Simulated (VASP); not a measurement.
Sn3PdO8, 12 atoms in the cell. It takes space group Cmmm (No. 65, orthorhombic). The conventional cell has a = 6.700 Å, b = 6.700 Å, c = 6.373 Å, α = 90.00°, β = 90.00°, γ = 90.00°. Pd (site symmetry mmm) has 6 O at 2.01 Å within 2.7 Å. Within 2.7 Å of Sn (site symmetry mmm) lie 6 O at 2.07 Å. Within 2.7 Å of Sn (site symmetry mm2) lie 6 O at 2.06 to 2.08 Å. Within 2.7 Å of O (site symmetry m2m) lie 1 Pd at 2.01 Å and 2 Sn at 2.06 Å and 1 O at 2.68 Å. Within 2.7 Å of O (site symmetry m2m) lie 3 Sn at 2.06 to 2.07 Å and 1 O at 2.57 Å. O (site symmetry m) has 1 Pd at 2.01 Å and 2 Sn at 2.07 to 2.08 Å and 1 O at 2.54 Å within 2.7 Å. 

| Quantity | Value |
| --- | --- |
| Program | VASP 6.6.1 |
| Task | single point |
| Functional | PBEsol |
| Potentials or basis | VASP PAW PBE potentials, release 64 (Pd, Sn_d, O) |
| Cutoff | 520 eV |
| k mesh | 4 × 4 × 3 |
| Occupations | gaussian, width 0.05 eV |
| Spin | no spin polarisation |
| Hubbard terms | Pd d U = 4.0 eV |
| Dipole correction | no |
| Further INCAR settings | ALGO = Normal; EDIFF = 1e-06; NBANDS = 62 |

Potentials or basis: VASP PAW PBE potentials, release 64 (Pd, Sn_d, O).

Run with:

```sh
$ cat potpaw_PBE.64/Pd/POTCAR potpaw_PBE.64/Sn_d/POTCAR potpaw_PBE.64/O/POTCAR > POTCAR
$ mpirun -np 1 vasp_std > vasp.out
```

Hardware: 1 thread of Intel Xeon 8259CL (shared host).

Problem. Estimate the wall time of this run.

Solution. It took 3 min on 1 thread of Intel Xeon 8259CL (shared host), peak memory 0.29 GiB. Counts: scf iterations 16, k points 14.
